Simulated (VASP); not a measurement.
Write the native input for VASP 6.6.1 that does the following.

| Quantity | Value |
| --- | --- |
| Task | single point |
| Functional | BLYP |
| Potentials or basis | VASP PAW PBE potentials, release 64 (Sn_d) |
| Cutoff | 520 eV |
| k mesh | 4 × 4 × 4 |
| Occupations | fermi-dirac, width 0.05 eV |
| Spin | no spin polarisation |
| Dipole correction | no |
| Further INCAR settings | ALGO = Normal; EDIFF = 1e-07; NBANDS = 21 |

The structure of Sn lies in POSCAR:

```
Sn
1.0
    0.0000000000      3.2333428000      3.2333428000
    3.2333428000      0.0000000000      3.2333428000
    3.2333428000      3.2333428000      0.0000000000
Sn
2
Direct
    0.7500000000      0.7500000000      0.7500000000
    0.5000000000      0.5000000000      0.5000000000
```

This isn't the form of Sn at room conditions, which is tetragonal (white tin).

One way to write it, as run:

INCAR

```
SYSTEM = Sn
AGGAC = 1.0
AGGAX = 1.0
ALDAC = 0.0
ALDAX = 1.0
ALGO = Normal
EDIFF = 1E-7
ENCUT = 520
GGA = B5
ISIF = 2
ISMEAR = -1
LASPH = .TRUE.
LCHARG = .FALSE.
LREAL = .FALSE.
LWAVE = .FALSE.
NBANDS = 21
NELM = 80
PREC = Accurate
SIGMA = 0.05
```

KPOINTS

```
k-points
0
G
  4 4 4
  0 0 0
```

Potentials or basis: VASP PAW PBE potentials, release 64 (Sn_d).

Launch:

```sh
$ cat potpaw_PBE.64/Sn_d/POTCAR > POTCAR
$ mpirun -np 1 vasp_std > vasp.out
```

Results of the run:

```yaml
Pressure: 7.1 GPa
Band_gap_on_the_k_mesh: zero (bands 14 and 15 overlap by 0.09 eV)
```

Caveat: the k points lie up to 0.42 Å⁻¹ apart; the PAW data sets were made with another functional, which shifts forces and pressure a little; spin-orbit coupling is left out, which moves the levels of the heavy elements.

Wall time 55 s on 1 thread of Intel Xeon 8259CL, on a shared host, peak memory 0.2 GiB.
